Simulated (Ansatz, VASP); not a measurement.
## AgCl in VASP and in Ansatz

```
Ag Cl
1.0
     0.00000    2.71835    2.71835
     2.71835    0.00000    2.71835
     2.71835    2.71835    0.00000
Ag Cl
1 1
Direct
  0.00000 0.00000 0.00000
  0.50000 0.50000 0.50000
```

Alike in both runs: task single point; functional PBE; k mesh 4 × 4 × 4; no spin polarisation.

```csv
,VASP,Ansatz
version,VASP 6.6.1,Ansatz 0.2.0-dev
potentials or method,"VASP PAW PBE potentials, release 64 (Ag, Cl), cutoff 500 eV",hard PAW set made for 700 eV
occupations,"gaussian, width 0.01 eV",fixed
```

```csv
,VASP,Ansatz,Ansatz less VASP
gap on the k mesh at the Fermi level (eV),0.90,0.90,+0.004
```

The k mesh is coarse, so the values compare programs but aren't converged.
